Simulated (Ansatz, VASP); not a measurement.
**NaF in VASP and in Ansatz**

```xyz
2
Lattice="0.0000 2.0185 2.3233 2.6281 0.0000 2.3233 2.6281 2.0185 0.0000" Properties=species:S:1:pos:R:3 pbc="T T T"
Na    0.0000    0.0000    0.0000
F     2.6281    2.0185    2.3233
```

Change from the starting cell: strain +0.1312 x Voigt [1, -1, 0, 0, 0, 0], atoms carried along.

Alike in both runs: task single point; functional PBEsol; k mesh 8 × 8 × 8; occupations gaussian, width 0.05 eV; no spin polarisation.

|  | VASP | Ansatz |
| --- | --- | --- |
| version | VASP 6.6.1 | Ansatz 0.2.0 |
| potentials or method | VASP PAW PBE potentials, release 64 (Na_pv, F), cutoff 520 eV | scalar-relativistic, plane waves, PAW |
| valence electrons in the cell | 14 | 16 |

|  | VASP | Ansatz | Ansatz less VASP |
| --- | --- | --- | --- |
| gap on the k mesh at the Fermi level (eV) | 6.07 | 6.10 | +0.033 |
| least direct gap on the mesh (eV) | 6.07 | 6.10 | +0.033 |
| pressure (GPa) | 7.7 | 7.4 | -0.24 |
| traceless stress, the component that is largest in VASP (GPa) | 18.75 | 17.90 | -0.852 |

VASP's potentials were made for PBE, not for PBEsol. VASP's potentials hold 14 valence electrons a cell and Ansatz's 16, so a difference there can come from the potentials and not from the codes.
